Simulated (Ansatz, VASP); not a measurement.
# Two plane-wave programs on Pd4Pt

```
Pd Pt
1.0
     5.78876    0.00000    0.00000
     0.00000    5.78876    0.00000
     0.00000    0.00000    2.72730
Pd Pt
4 1
Direct
  0.77793 0.77793 0.50000
  0.22207 0.22207 0.50000
  0.22207 0.77793 0.50000
  0.77793 0.22207 0.50000
  0.50000 0.50000 0.00000
```

Alike in both runs: functional PBE; k mesh 3 × 3 × 6; occupations gaussian, width 0.2 eV; no spin polarisation.

Ansatz relaxed the structure, and its values are those at the end. VASP's run is a single point on that final structure, the one shown.

|  | VASP | Ansatz |
| --- | --- | --- |
| version | VASP 6.6.1 | Ansatz 0.2.0 |
| potentials or method | VASP PAW PBE potentials, release 64 (Pd, Pt), cutoff 520 eV | scalar-relativistic, plane waves, PAW |
| valence electrons in the cell | 50 | 90 |

|  | VASP | Ansatz | Ansatz less VASP |
| --- | --- | --- | --- |
| gap on the k mesh at the Fermi level (eV) | none | none | - |
| pressure (GPa) | -0.4 | 0.0 | +0.35 |
| rms of the force components (eV/Å) | 0.005 | 0.000 | -0.0043 |

A gap of «none» marks a metal or a gap that the smearing closes. VASP's potentials hold 50 valence electrons a cell and Ansatz's 90, so a difference there can come from the potentials and not from the codes.

The k mesh is coarse, so the values compare programs but aren't converged. Spin-orbit coupling is off throughout.
